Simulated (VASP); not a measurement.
Input of a VASP 6.6.1 run:

The input INCAR:

```
SYSTEM = NaTa3O3
PREC = Accurate ; ENCUT = 520
EDIFF = 1E-6 ; ISMEAR = 0
SIGMA = 0.1 ; LREAL = .False.
LASPH = .True. ; NELM = 150
ALGO = Normal ; ISIF = 2
LWAVE = .False. ; LCHARG = .False.
ISPIN = 2 ; MAGMOM = 0 1 1 1 0 0 0
LORBIT = 11 ; LMAXMIX = 4
GGA = PE ; NBANDS = 42
```

The input KPOINTS:

```
regular mesh
0
Gamma
  6 6 6
  0 0 0
```

The input POSCAR:

```
NaTa3O3
1.0
   -2.1935227032      2.1935227032      4.4535587025
    2.1935227032     -2.1935227032      4.4535587025
    2.1935227032      2.1935227032     -4.4535587025
Na Ta O
1 3 3
Direct
    0.9854839608      0.9854839608      0.0000000000
    0.5417481234      0.5417481234      0.0000000000
    0.2381828193      0.7381828193      0.5000000000
    0.7381828193      0.2381828193      0.5000000000
    0.9817364615      0.4817364615      0.5000000000
    0.4817364615      0.9817364615      0.5000000000
    0.2829293542      0.2829293542      0.0000000000
```

Potentials or basis: VASP PAW PBE potentials, release 64 (Na_pv, Ta_pv, O).

Launch:

```sh
$ cat potpaw_PBE.64/Na_pv/POTCAR potpaw_PBE.64/Ta_pv/POTCAR potpaw_PBE.64/O/POTCAR > POTCAR
$ mpirun -np 1 vasp_std > vasp.out
```

Problem. Predict the pressure.

Solution. 0.0 GPa.

Problem. Estimate the net moment.

Solution. 0.00 μB per cell.

Problem. What does it give for the band gap on the k mesh?

Solution. Zero (filled and empty bands overlap).

Problem. Predict the largest force.

Solution. 0.068 eV/Å.

Forces in eV/Å, atoms in the order of the input:
```
Na   0.000  0.000 -0.038
Ta   0.000  0.000  0.068
Ta   0.000  0.000 -0.035
Ta   0.000  0.000 -0.035
O    0.000  0.000  0.023
O    0.000  0.000  0.023
O    0.000  0.000 -0.006
```

Caveat: spin-orbit coupling is left out, which moves the levels of the heavy elements.
